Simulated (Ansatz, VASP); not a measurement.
**Al2Cu in VASP and in Ansatz**

```xyz
6
Lattice="-2.8748 2.8748 2.3436 2.8748 -2.8748 2.3436 2.8748 2.8748 -2.3436" Properties=species:S:1:pos:R:3 pbc="T T T"
Al    3.7874    0.9126    0.0000
Al    1.9623    0.9126    2.3437
Al   -0.9126    1.9623    2.3436
Al    0.9126    1.9623    0.0000
Cu    0.0000    0.0000    3.5155
Cu    0.0000    0.0000    1.1718
```

Alike in both runs: task single point; functional PBE; k mesh 10 × 10 × 10; occupations gaussian, width 0.15 eV; no spin polarisation.

|  | VASP | Ansatz |
| --- | --- | --- |
| version | VASP 6.6.1 | Ansatz 0.2.0 |
| potentials or method | VASP PAW PBE potentials, release 64 (Al, Cu), cutoff 520 eV | scalar-relativistic, plane waves, PAW |
| valence electrons in the cell | 34 | 50 |

```tsv
	VASP	Ansatz	Ansatz less VASP
gap on the k mesh at the Fermi level (eV)	none	none	-
pressure (GPa)	20.0	19.9	-0.12
traceless stress, the component that is largest in VASP (GPa)	-1.24	-1.29	-0.051
rms of the force components (eV/Å)	0.038	0.037	-0.0012
```

Atom by atom the forces differ by 0.001 eV/Å (rms over components). A gap of «none» marks a metal or a gap that the smearing closes. VASP's potentials hold 34 valence electrons a cell and Ansatz's 50, so a difference there can come from the potentials and not from the codes.
